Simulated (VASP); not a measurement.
**FeSi: single point with r2SCAN**

The system is FeSi.

```
CELL_PARAMETERS angstrom
4.19126 0.00000 0.00000
0.00000 4.19126 0.00000
0.00000 0.00000 4.19126
ATOMIC_POSITIONS crystal
Fe 0.14120 0.14120 0.14120
Fe 0.35880 0.85880 0.64120
Fe 0.64120 0.35880 0.85880
Fe 0.85880 0.64120 0.35880
Si 0.84326 0.84326 0.84326
Si 0.65674 0.15674 0.34326
Si 0.34326 0.65674 0.15674
Si 0.15674 0.34326 0.65674
```

```yaml
Program: VASP 6.6.1
Task: single point
Functional: r2SCAN
Potentials_or_basis: VASP PAW PBE potentials, release 64 (Fe, Si)
Cutoff: 520 eV
k_mesh: 8 × 8 × 8
Occupations: gaussian, width 0.02 eV
Spin: no spin polarisation
```

| Quantity | Value |
| --- | --- |
| Pressure | 52.0 GPa |
| Largest force | 0.056 eV/Å |
| Band gap on the k mesh | 0.31 eV (least direct gap 0.33 eV) |

Forces in eV/Å, atoms in the order of the input:
```
Fe   0.032  0.032  0.032
Fe  -0.032 -0.032  0.032
Fe   0.032 -0.032 -0.032
Fe  -0.032  0.032 -0.032
Si   0.003  0.003  0.003
Si  -0.003 -0.003  0.003
Si   0.003 -0.003 -0.003
Si  -0.003  0.003 -0.003
```

Levels at points of the mesh, in eV from the valence-band top:
| k point | band 20 | band 21 | band 22 | band 23 | band 24 | band 25 | band 26 | band 27 | band 28 | band 29 |
| --- | --- | --- | --- | --- | --- | --- | --- | --- | --- | --- |
| (0.00, 0.00, 0.00) | -0.47 | -0.47 | -0.47 | -0.18 | -0.18 | 0.98 | 0.98 | 0.98 | 4.21 | 4.21 |
| (0.50, 0.00, 0.00) | -1.75 | -0.63 | -0.63 | -0.05 | -0.05 | 0.36 | 0.36 | 2.29 | 2.29 | 3.26 |
| (0.50, 0.50, 0.00) | -1.70 | -1.35 | -1.35 | -0.57 | -0.57 | 0.93 | 0.93 | 1.86 | 1.86 | 3.81 |
| (0.50, 0.50, 0.50) | -1.03 | -1.01 | -1.01 | -1.01 | -1.01 | 0.81 | 0.81 | 0.81 | 0.81 | 7.39 |

Run time: 8.4 min on 1 thread of AMD EPYC 7R43 64-Core Processor (Zen 3) (shared host), peak memory 0.21 GiB.

Caveat: the cell stands under pressure; the PAW data sets were made with another functional, which shifts forces and pressure a little. Spin polarisation is off, so any magnetic state and its effect on volume and gap are missing.
